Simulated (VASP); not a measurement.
Input of a VASP 6.6.1 run:

File INCAR:

```
SYSTEM = YAlC4N4
PREC = Accurate
ENCUT = 520
EDIFF = 1E-6
ISMEAR = 0
SIGMA = 0.1
LREAL = .False.
LASPH = .True.
NELM = 100
ALGO = Normal
ISIF = 2
LWAVE = .False.
LCHARG = .False.
GGA = PE
NBANDS = 36
```

Contents of KPOINTS:

```
Automatic mesh
0
Gamma
  4 4 4
  0 0 0
```

Contents of POSCAR:

```
YAlC4N4
1.0
    7.4316922700      0.0000000000      0.0000000000
    0.0000000000      7.4316922700      0.0000000000
    0.0000000000      0.0000000000      4.0123255300
Y Al C N
1 1 4 4
Direct
    0.5000000000      0.5000000000      0.0000000000
    0.0000000000      0.0000000000      0.0000000000
    0.1784015200      0.8215984800      0.0000000000
    0.8215984800      0.1784015200      0.0000000000
    0.1784015200      0.1784015200      0.0000000000
    0.8215984800      0.8215984800      0.0000000000
    0.2897240700      0.7102759300      0.0000000000
    0.7102759300      0.2897240700      0.0000000000
    0.2897240700      0.2897240700      0.0000000000
    0.7102759300      0.7102759300      0.0000000000
```

Potentials or basis: VASP PAW PBE potentials, release 64 (Y_sv, Al, C, N).

Command:

```bash
$ cat potpaw_PBE.64/Y_sv/POTCAR potpaw_PBE.64/Al/POTCAR potpaw_PBE.64/C/POTCAR potpaw_PBE.64/N/POTCAR > POTCAR
$ mpirun -np 1 vasp_std > vasp.out
```

(1) Estimate the pressure.

(2) Predict the band gap on the k mesh.

(3) Predict the largest force.

Answers

(1) 7.7 GPa.

(2) zero (bands 25 and 26 overlap by 0.12 eV).

(3) 0.771 eV/Å.

Caveat: the k points lie up to 0.39 Å⁻¹ apart.
